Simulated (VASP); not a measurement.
Here is a VASP 6.6.1 calculation.

The input INCAR:

```
PREC     = Accurate       # precision mode
ENCUT    = 520            # plane-wave cutoff, eV
EDIFF    = 1E-7           # SCF threshold, eV
ISMEAR   = -1             # smearing method
SIGMA    = 0.05           # smearing width, eV
LREAL    = False          # projectors in reciprocal space
LASPH    = True           # aspherical terms in the spheres
NELM     = 150            # most SCF steps
ALGO     = Normal         # electronic algorithm
ISIF     = 2              # what is computed and relaxed
LWAVE    = False          # write WAVECAR
LCHARG   = False          # write CHGCAR
MAGMOM   = 0 0 0 0 0 0    # initial moments
LORBIT   = 11             # projections on sites
LSORBIT  = True           # spin-orbit coupling
GGA_COMPAT= False        
LORBMOM  = True         
GGA      = PS             # functional
NBANDS   = 36             # bands
```

File KPOINTS:

```
Automatic mesh
0
Gamma
  10 10 5
```

The input POSCAR:

```
Cd
1.0
    2.9788700000      0.0000000000      0.0000000000
   -1.4894350000      2.5797770946      0.0000000000
    0.0000000000      0.0000000000      5.6176500000
Cd
2
Direct
    0.6666666667      0.3333333333      0.7500000000
    0.3333333333      0.6666666667      0.2500000000
```

Potentials or basis: VASP PAW PBE potentials, release 64 (Cd).

The run is started by

```bash
$ cat potpaw_PBE.64/Cd/POTCAR > POTCAR
$ mpirun -np 1 vasp_ncl > vasp.out
```

Q: What does it give for the pressure?

A: -1.3 GPa.

Q: What does it give for the net moment?

A: 0.00 μB per cell.

Stress tensor (GPa, compression positive):
```
-1.09  0.00  0.00
 0.00 -1.09  0.00
 0.00  0.00 -1.83
```

Caveat: the PAW data sets were made with another functional, which shifts forces and pressure a little.
